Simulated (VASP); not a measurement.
# NiSb (P6_3/mmc) in VASP: a series of runs

NiSb is run at these levels: LDA, PBE; tasks: single point.

All numbers are computed with VASP 6.6.1; they aren't measurements. Logs are shortened: lines on timing, memory, paths and dates and some standing lists are left out, and cuts for length are marked.

### Step 1. The cell of the first run

The structure is hexagonal, space group P6_3/mmc (No. 194). The conventional cell has a = 3.928 Å, b = 3.928 Å, c = 5.120 Å, α = 90.00°, β = 90.00°, γ = 120.00°. Sb (site symmetry -6m2) has 6 Ni at 2.60 Å and 6 Sb at 3.42 Å within 3.5 Å. Ni (site symmetry -3m) has 2 Ni at 2.56 Å and 6 Sb at 2.60 Å within 3.4 Å.

### Step 2. Single point, LDA, collinear spin, ferromagnetic start

Input file INCAR:

```
SYSTEM = NiSb
PREC = Accurate
ENCUT = 520
EDIFF = 1E-6
ISMEAR = -1
SIGMA = 0.05
LREAL = .False.
LASPH = .True.
NELM = 150
ALGO = Normal
ISIF = 2
LWAVE = .False.
LCHARG = .False.
ISPIN = 2
MAGMOM = 0 0 1 1
LORBIT = 11
LMAXMIX = 4
GGA = CA
NBANDS = 27
```

Input file KPOINTS:

```
Automatic mesh
0
Gamma
  8 8 5
  0 0 0
```

Input file POSCAR:

```
NiSb
1.0
    3.9280000000      0.0000000000      0.0000000000
   -1.9640000000      3.4017477861      0.0000000000
    0.0000000000      0.0000000000      5.1200000000
Sb Ni
2 2
Direct
    0.6666666667      0.3333333333      0.7500000000
    0.3333333333      0.6666666667      0.2500000000
    0.0000000000      0.0000000000      0.5000000000
    0.0000000000      0.0000000000      0.0000000000
```

Potentials or basis: VASP PAW LDA potentials, release 64 (Sb, Ni).

Command:

```
cat potpaw_LDA.64/Sb/POTCAR potpaw_LDA.64/Ni/POTCAR > POTCAR
mpirun -np 1 vasp_std > vasp.out
```

OUTCAR:

```text
SYSTEM = NiSb
   PREC = Accurate
   ENCUT = 520
   EDIFF = 1E-6
   ISMEAR = -1
   LREAL = .False.
   LASPH = .True.
   NELM = 150
   ISIF = 2
   ISPIN = 2
   LORBIT = 11
   GGA = CA

 ion  position               nearest neighbor table
   1  0.667  0.333  0.750-   3 2.60   4 2.60   3 2.60   4 2.60   3 2.60   4 2.60   2 3.42   2 3.42
                             2 3.42   2 3.42   2 3.42   2 3.42
   2  0.333  0.667  0.250-   3 2.60   4 2.60   3 2.60   4 2.60   3 2.60   4 2.60   1 3.42   1 3.42
                             1 3.42   1 3.42   1 3.42   1 3.42
   3  0.000  0.000  0.500-   4 2.56   4 2.56   1 2.60   2 2.60   1 2.60   2 2.60   1 2.60   2 2.60

   4  0.000  0.000  0.000-   3 2.56   3 2.56   1 2.60   2 2.60   1 2.60   2 2.60   1 2.60   2 2.60

  LATTYP: Found a hexagonal cell.
 ALAT       =     3.9280000000
 C/A-ratio  =     1.3034623218

  Lattice vectors:

 A1 = (   3.9280000000,   0.0000000000,   0.0000000000)
 A2 = (  -1.9640000000,   3.4017477861,   0.0000000000)
 A3 = (   0.0000000000,   0.0000000000,   5.1200000000)

Analysis of symmetry for initial positions (statically):
=====================================================================
 Subroutine PRICEL returns:
 Original cell was already a primitive cell.

 Routine SETGRP: Setting up the symmetry group for a
 hexagonal supercell.

 Subroutine GETGRP returns: Found 24 space group operations
 (whereof 12 operations were pure point group operations)
 out of a pool of 24 trial point group operations.

The static configuration has the point symmetry D_3d.
 The point group associated with its full space group is D_6h.

Analysis of symmetry for dynamics (positions and initial velocities):
=====================================================================
 Subroutine PRICEL returns:
 Original cell was already a primitive cell.

 Routine SETGRP: Setting up the symmetry group for a
 hexagonal supercell.

 Subroutine GETGRP returns: Found 24 space group operations
 (whereof 12 operations were pure point group operations)
 out of a pool of 24 trial point group operations.

The dynamic configuration has the point symmetry D_3d.
 The point group associated with its full space group is D_6h.

Analysis of structural, dynamic, and magnetic symmetry:
=====================================================================
 Subroutine PRICEL returns:
 Original cell was already a primitive cell.

 Routine SETGRP: Setting up the symmetry group for a
 hexagonal supercell.

 Subroutine GETGRP returns: Found 24 space group operations
 (whereof 12 operations were pure point group operations)
 out of a pool of 24 trial point group operations.

The overall configuration has the point symmetry D_3d.
 The point group associated with its full space group is D_6h.

 Subroutine INISYM returns: Found 24 space group operations
 (whereof 12 operations are pure point group operations),
 and found     1 'primitive' translations

----------------------------------------------------------------------------------------

                                     Primitive cell

  volume of cell :      68.4138

  direct lattice vectors                    reciprocal lattice vectors
     3.928000000  0.000000000  0.000000000     0.254582485  0.146983266  0.000000000
    -1.964000000  3.401747786  0.000000000     0.000000000  0.293966532  0.000000000
     0.000000000  0.000000000  5.120000000     0.000000000  0.000000000  0.195312500

  length of vectors
     3.928000000  3.928000000  5.120000000     0.293966532  0.293966532  0.195312500

  position of ions in fractional coordinates (direct lattice)
     0.666666667  0.333333333  0.750000000
     0.333333333  0.666666667  0.250000000
     0.000000000  0.000000000  0.500000000
     0.000000000  0.000000000  0.000000000

  ion indices of the primitive-cell ions
   primitive index   ion index
                 1           1
                 2           2
                 3           3
                 4           4

----------------------------------------------------------------------------------------

 KPOINTS: Automatic mesh

Automatic generation of k-mesh.
 Grid dimensions read from file:
 generate k-points for:    8    8    5

 Generating k-lattice:

  Cartesian coordinates                     Fractional coordinates (reciprocal lattice)
     0.031822811  0.018372908  0.000000000     0.125000000  0.000000000  0.000000000
     0.000000000  0.036745817  0.000000000     0.000000000  0.125000000  0.000000000
     0.000000000  0.000000000  0.039062500     0.000000000  0.000000000  0.200000000

  Length of vectors
     0.036745817  0.036745817  0.039062500

  Shift w.r.t. Gamma in fractional coordinates (k-lattice)
     0.000000000  0.000000000  0.000000000

 Subroutine IBZKPT returns following result:
 ===========================================

 Found     30 irreducible k-points:

 Following reciprocal coordinates:
            Coordinates               Weight
  0.000000  0.000000  0.000000      1.000000
  0.125000  0.000000  0.000000      6.000000
  0.250000  0.000000  0.000000      6.000000
  0.375000 -0.000000  0.000000      6.000000
  0.500000  0.000000  0.000000      3.000000
  0.125000  0.125000  0.000000      6.000000
[... 16 lines left out ...]
  0.250000  0.000000  0.400000     12.000000
  0.375000 -0.000000  0.400000     12.000000
 [... further k-points ...]
   k-points           NKPTS =     30   k-points in BZ     NKDIM =     30   number of bands    NBANDS=     27
   number of dos      NEDOS =    301   number of ions     NIONS =      4
   total plane-waves  NPLWV =  36000
   dimension x,y,z NGX =    30 NGY =   30 NGZ =   40
   dimension x,y,z NGXF=    60 NGYF=   60 NGZF=   80
   ions per type =               2   2
   NGX,Y,Z   is equivalent  to a cutoff of  12.70, 12.70, 12.99 a.u.
   NGXF,Y,Z  is equivalent  to a cutoff of  25.39, 25.39, 25.98 a.u.
 SYSTEM =  NiSb
   PREC   = accura    normal or accurate (medium, high low for compatibility)
   ISTART =      0    job   : 0-new  1-cont  2-samecut
   ICHARG =      2    charge: 1-file 2-atom 10-const
   ISPIN  =      2    spin polarized calculation?
   LNONCOLLINEAR =      F non collinear calculations
   LSORBIT =      F    spin-orbit coupling
   LASPH  =      T    aspherical Exc in radial PAW
   ENCUT  =  520.0 eV  38.22 Ry    6.18 a.u.   7.30  7.30  9.52*2*pi/ulx,y,z
   NELM   =    150;   NELMIN=  2; NELMDL= -5     # of ELM steps
   EDIFF  = 0.1E-05   stopping-criterion for ELM
   LREAL  =      F    real-space projection
   EDIFFG = 0.1E-04   stopping-criterion for IOM
   NSW    =      0    number of steps for IOM
   IBRION =     -1    ionic relax: 0-MD 1-quasi-New 2-CG
   NFREE  =      0    steps in history (QN), initial steepest desc. (CG)
   ISIF   =      2    stress and relaxation
   ISYM   =      2    0-nonsym 1-usesym 2-fastsym
   POTIM  = 0.5000    time-step for ionic-motion
   TEBEG  =    0.0;   TEEND  =   0.0 temperature during run
   PSTRESS=    0.0 pullay stress
   NELECT =      30.0000    total number of electrons
   NUPDOWN=      -1.0000    fix difference up-down
   EMIN   =  10.00;   EMAX   =-10.00  energy-range for DOS
   EFERMI =   0.00;   METHOD = LEGACY
   ISMEAR =    -1;   SIGMA  =   0.05  broadening in eV -4-tet -1-fermi 0-gaus
   EFERMI_NEDOS =   21; number of points for ismear=-14 and -15
   IALGO  =     38    algorithm
   IMIX   =      4    mixing-type and parameters
     AMIX     =   0.40;   BMIX     =  1.00
     AMIX_MAG =   1.60;   BMIX_MAG =  1.00
  volume/ion in A,a.u.               =      17.10       115.42
  Fermi-wavevector in a.u.,A,eV,Ry     =   1.243753  2.350352 21.047138  1.546921
  Thomas-Fermi vector in A             =   2.378050
   LORBIT       =     11    0 simple, 1 ext, 2 COOP (PROOUT), +10 PAW based schemes
   GGA     = CA    functional components
   LHFCALC =     F    Hartree Fock is set to
   AEXX    =    0.0000 exact exchange contribution
   IVDW    =     0    specifies the selected vdW correction
   LEPSILON=     F    determine dielectric tensor
   LRPA    =     F    only Hartree local field effects (RPA)
 spin polarized calculation
  energy-cutoff  :      520.00
  volume of cell :       68.41
 maximum number of plane-waves:      1867
 NGX is ok and might be reduce to    30
   NGX = 15   NGY = 15   NGZ = 19

 number of electron      30.0000034 magnetization       0.0010347

 number of electron      30.0000034 magnetization      -0.0000355

 Free energy of the ion-electron system (eV)
  ---------------------------------------------------
  ext. energy  EPLUGINS =         0.00000000
  ---------------------------------------------------
  free energy    TOTEN  =       -24.11286337 eV

  energy without entropy =      -24.09207463  energy(sigma->0) =      -24.10246900

 E-fermi :   9.8518     XC(G=0): -11.7426

 val. band max:        9.8474298597   @ k =   0.0000   0.0000   0.0000
 cond. band min:       9.8576656004   @ k =   0.3750  -0.0000   0.0000
 fundamental gap:      0.0102357407
 Fermi energy:         9.8517764967

 spin component 1

 k-point     1 :       0.0000    0.0000    0.0000
  band No.  band energies     occupation
      1      -3.1035      1.00000
      2       1.4249      1.00000
      3       3.6529      1.00000
      4       5.9245      1.00000
      5       5.9245      1.00000
      6       6.6880      1.00000
[... 19 lines left out ...]
     26      19.5129      0.00000
     27      19.5129      0.00000
[... 667 lines left out ...]
      5       6.4873      1.00000
      6       6.7340      1.00000
[... 19 lines left out ...]
     26      20.6300      0.00000
     27      21.3935      0.00000

 [... further k-points ...]

 spin component 2

 k-point     1 :       0.0000    0.0000    0.0000
  band No.  band energies     occupation
      1      -3.1036      1.00000
      2       1.4248      1.00000
      3       3.6529      1.00000
      4       5.9246      1.00000
      5       5.9246      1.00000
      6       6.6881      1.00000
[... 19 lines left out ...]
     26      19.5128      0.00000
     27      19.5128      0.00000
[... 667 lines left out ...]
      5       6.4873      1.00000
      6       6.7341      1.00000
[... 19 lines left out ...]
     26      20.6300      0.00000
     27      21.3934      0.00000

 [... further k-points ...]
[... 5 lines left out ...]
  --------------------------------------------------------------------------------------
  -------------------------------------------------------------------------------------
  Total       -2.1807836     -2.1807836     -2.4065513      0.0000000      0.0000000      0.0000000
  in kB      -51.0716161    -51.0716161    -56.3588535      0.0000000      0.0000000      0.0000000
  external PRESSURE =     -52.8340286 kB  Pullay stress =       0.0000000 kB

 VOLUME and BASIS-vectors are now :
 -----------------------------------------------------------------------------
  energy-cutoff  :      520.00
  volume of cell :       68.41
      direct lattice vectors                 reciprocal lattice vectors
     3.928000000  0.000000000  0.000000000     0.254582485  0.146983266  0.000000000
    -1.964000000  3.401747786  0.000000000     0.000000000  0.293966532  0.000000000
     0.000000000  0.000000000  5.120000000     0.000000000  0.000000000  0.195312500

 POSITION                                       TOTAL-FORCE (eV/Angst)
 -----------------------------------------------------------------------------------
      1.96400      1.13392      3.84000        -0.000000     -0.000000      0.000000
     -0.00000      2.26783      1.28000         0.000000      0.000000      0.000000
      0.00000      0.00000      2.56000         0.000000      0.000000      0.000000
      0.00000      0.00000      0.00000         0.000000      0.000000      0.000000
 -----------------------------------------------------------------------------------
    total drift:                               -0.000000      0.000000     -0.000000

  FREE ENERGIE OF THE ION-ELECTRON SYSTEM (eV)
  ---------------------------------------------------
  free  energy   TOTEN  =       -24.1128633736 eV

  energy  without entropy=      -24.0920746255  energy(sigma->0) =      -24.10246900

 total charge

# of ion       s       p       d       tot
------------------------------------------
    1        1.141   1.231   0.080   2.452
    2        1.141   1.231   0.080   2.452
    3        0.454   0.485   8.482   9.421
    4        0.454   0.485   8.482   9.421
--------------------------------------------------
tot          3.191   3.432  17.124  23.747

 magnetization (x)

# of ion       s       p       d       tot
------------------------------------------
    1        0.000  -0.000  -0.000  -0.000
    2        0.000  -0.000  -0.000  -0.000
    3       -0.000  -0.000   0.000   0.000
    4       -0.000  -0.000   0.000   0.000
--------------------------------------------------
tot          0.000  -0.000   0.000   0.000
```

Run time: 62 s. Hardware: 1 thread of AMD EPYC 9R45 (Zen 5), shared host; peak memory 0.19 GiB.

Results:

```
Free energy                                           : -24.1129 eV
Pressure                                              : -5.3 GPa
Band gap on the k mesh                                : zero (filled and empty bands overlap)
Net moment                                            : 0.00 μB per cell
Valence electrons inside the program's atomic spheres : Sb 2.45; Ni 9.42
```

Caveat: the cell stands under tension; the moments typed at the start vanished in this run; spin-orbit coupling is left out, which moves the levels of the heavy elements.

### Step 3. Single point, PBE, collinear spin, ferromagnetic start (18.13 Å³/atom)

This run uses another cell than the first one, of 18.13 Å³/atom.

Input file INCAR:

```
PREC = Accurate ; ENCUT = 520
EDIFF = 1E-6 ; ISMEAR = -1
SIGMA = 0.05 ; LREAL = F
LASPH = T ; NELM = 150
ALGO = Normal ; ISIF = 2
LWAVE = F ; LCHARG = F
ISPIN = 2 ; MAGMOM = 0 0 1 1
LORBIT = 11 ; LMAXMIX = 4
GGA = PE ; NBANDS = 27
```

Input file KPOINTS:

```
Automatic mesh
0
Gamma
  8 8 5
```

Input file POSCAR:

```
NiSb
1.0
    4.0050391665      0.0000000000      0.0000000000
   -2.0025195832      3.4684656614      0.0000000000
    0.0000000000      0.0000000000      5.2204176508
Sb Ni
2 2
Direct
    0.6666666667      0.3333333333      0.7500000000
    0.3333333333      0.6666666667      0.2500000000
    0.0000000000      0.0000000000      0.5000000000
    0.0000000000      0.0000000000      0.0000000000
```

Potentials or basis: VASP PAW PBE potentials, release 64 (Sb, Ni).

Command:

```
cat potpaw_PBE.64/Sb/POTCAR potpaw_PBE.64/Ni/POTCAR > POTCAR
mpirun -np 1 vasp_std > vasp.out
```

OUTCAR:

```text
PREC = Accurate
   ENCUT = 520
   EDIFF = 1E-6
   ISMEAR = -1
   LREAL = F
   LASPH = T
   NELM = 150
   ISIF = 2
   ISPIN = 2
   LORBIT = 11
   GGA = PE

 ion  position               nearest neighbor table
   1  0.667  0.333  0.750-   3 2.66   4 2.66   3 2.66   4 2.66   3 2.66   4 2.66   2 3.49   2 3.49
                             2 3.49   2 3.49   2 3.49   2 3.49
   2  0.333  0.667  0.250-   3 2.66   4 2.66   3 2.66   4 2.66   3 2.66   4 2.66   1 3.49   1 3.49
                             1 3.49   1 3.49   1 3.49   1 3.49
   3  0.000  0.000  0.500-   4 2.61   4 2.61   1 2.66   2 2.66   1 2.66   2 2.66   1 2.66   2 2.66

   4  0.000  0.000  0.000-   3 2.61   3 2.61   1 2.66   2 2.66   1 2.66   2 2.66   1 2.66   2 2.66

  LATTYP: Found a hexagonal cell.
 ALAT       =     4.0050391665
 C/A-ratio  =     1.3034623218

  Lattice vectors:

 A1 = (   4.0050391665,   0.0000000000,   0.0000000000)
 A2 = (  -2.0025195832,   3.4684656614,   0.0000000000)
 A3 = (   0.0000000000,   0.0000000000,   5.2204176508)

[... 936 lines left out ...]
      5       5.5651      1.00000
      6       6.3063      1.00000
[... 709 lines left out ...]
     26      19.7465      0.00000
     27      20.6334      0.00000

 [... further k-points ...]
[... 5 lines left out ...]
  --------------------------------------------------------------------------------------
  -------------------------------------------------------------------------------------
  Total       -1.2077341     -1.2077341     -1.3716798     -0.0000000      0.0000000      0.0000000
  in kB      -26.6828677    -26.6828677    -30.3049741     -0.0000000      0.0000000      0.0000000
  external PRESSURE =     -27.8902365 kB  Pullay stress =       0.0000000 kB

 VOLUME and BASIS-vectors are now :
 -----------------------------------------------------------------------------
  energy-cutoff  :      520.00
  volume of cell :       72.52
      direct lattice vectors                 reciprocal lattice vectors
     4.005039166  0.000000000  0.000000000     0.249685448  0.144155961  0.000000000
    -2.002519583  3.468465661  0.000000000     0.000000000  0.288311922  0.000000000
     0.000000000  0.000000000  5.220417651     0.000000000  0.000000000  0.191555555

 POSITION                                       TOTAL-FORCE (eV/Angst)
 -----------------------------------------------------------------------------------
      2.00252      1.15616      3.91531         0.000000     -0.000000      0.000000
     -0.00000      2.31231      1.30510        -0.000000      0.000000      0.000000
      0.00000      0.00000      2.61021         0.000000      0.000000      0.000000
      0.00000      0.00000      0.00000        -0.000000      0.000000      0.000000
 -----------------------------------------------------------------------------------
    total drift:                               -0.000000      0.000000      0.000000

  FREE ENERGIE OF THE ION-ELECTRON SYSTEM (eV)
  ---------------------------------------------------
  free  energy   TOTEN  =       -20.2962501919 eV

  energy  without entropy=      -20.2715352776  energy(sigma->0) =      -20.28389273

 total charge

# of ion       s       p       d       tot
------------------------------------------
    1        1.140   1.187   0.066   2.393
    2        1.140   1.187   0.066   2.393
    3        0.430   0.434   8.437   9.301
    4        0.430   0.434   8.437   9.301
--------------------------------------------------
tot          3.139   3.243  17.005  23.388

 magnetization (x)

# of ion       s       p       d       tot
------------------------------------------
    1        0.000  -0.000  -0.000   0.000
    2        0.000  -0.000  -0.000   0.000
    3        0.000   0.000   0.000   0.000
    4        0.000   0.000   0.000   0.000
--------------------------------------------------
tot          0.000   0.000   0.001   0.001
```

stdout:

```text
POSCAR found type information on POSCAR SbNi
 POSCAR found :  2 types and       4 ions
 scaLAPACK will be used
 LDA part: xc-table for (Slater+PW92), standard interpolation
 POSCAR, INCAR and KPOINTS ok, starting setup
 FFT: planning ... GRIDC
 FFT: planning ... GRID_SOFT
 FFT: planning ... GRID
 WAVECAR not read
 entering main loop
```

Run time: 63 s. Hardware: 1 thread of AMD EPYC 9R45 (Zen 5), shared host; peak memory 0.23 GiB.

Results:

```
Free energy                                           : -20.2963 eV
Pressure                                              : -2.8 GPa
Band gap on the k mesh                                : zero (filled and empty bands overlap)
Net moment                                            : 0.00 μB per cell
Valence electrons inside the program's atomic spheres : Sb 2.39; Ni 9.30
```

Caveat: the moments typed at the start vanished in this run; spin-orbit coupling is left out, which moves the levels of the heavy elements.

The gap in the log of VASP goes by the Fermi energy; the results here count the filled bands.